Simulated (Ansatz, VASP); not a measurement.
CdS: VASP beside Ansatz

File INCAR:

```
SYSTEM = CdS
PREC = Accurate
ENCUT = 520
EDIFF = 1E-6
ISMEAR = 0
SIGMA = 0.01
LREAL = .False.
LASPH = .True.
NELM = 80
ALGO = Normal
ISIF = 2
LWAVE = .False.
LCHARG = .False.
GGA = CA
NBANDS = 26
```

File KPOINTS:

```
Automatic mesh
0
Gamma
  12 12 4
  0 0 0
```

POSCAR

```
CdS
1.0
    3.8410415951      0.0000000000      0.0000000000
   -1.9205207975      3.3264395983      0.0000000000
    0.0000000000      0.0000000000      6.4452705832
Cd S
2 2
Direct
    0.0000000000      0.0000000000      0.0000000000
    0.0000000000      0.0000000000      0.5000000000
    0.3333333333      0.6666666667      0.2500000000
    0.6666666667      0.3333333333      0.7500000000
```

Input for Ansatz:

```yaml
crystal:
  lattice:
    - [3.8410415951, 0.0, 0.0]
    - [-1.9205207975, 3.3264395983, 0.0]
    - [0.0, 0.0, 6.4452705832]
  atoms:
    - { symbol: Cd, position: [0.0, 0.0, 0.0] }
    - { symbol: Cd, position: [0.0, 0.0, 0.5] }
    - { symbol: S, position: [0.3333333333, 0.6666666667, 0.25] }
    - { symbol: S, position: [0.6666666667, 0.3333333333, 0.75] }
kpoints:
  mp_grid: { grid: [12, 12, 4] }
hamiltonian:
  xc: lda
scf:
  occupations: { method: fixed }
output:
  optics:
    e_range: [0.5, 6]
    de: 0.05
    sigma: 0.4
    scissors: 2.5
    scheme: gaussian
    bands: { spectra_wanted_up_to: 6 }
```

Alike in both runs: task single point; functional LDA; k mesh 12 × 12 × 4; no spin polarisation.

```csv
,VASP,Ansatz
version,VASP 6.6.1,Ansatz 0.2.0
potentials or method,"VASP PAW LDA potentials, release 64 (Cd, S)","plane waves, PAW"
plane-wave cutoff (eV),520,420
occupations,"gaussian, width 0.01 eV",fixed
valence electrons in the cell,36,52
```

Ansatz gave:

| Item | Value |
| --- | --- |
| gap on the k mesh at the Fermi level (eV) | 0.37 |

Q: Which values does VASP return?

A: gap on the k mesh at the Fermi level (eV): 0.40.

LDA's correlation is that of Perdew and Zunger in VASP and of Perdew and Wang (1992) in Ansatz. VASP's potentials hold 36 valence electrons a cell and Ansatz's 52, so a difference there can come from the potentials and not from the codes.
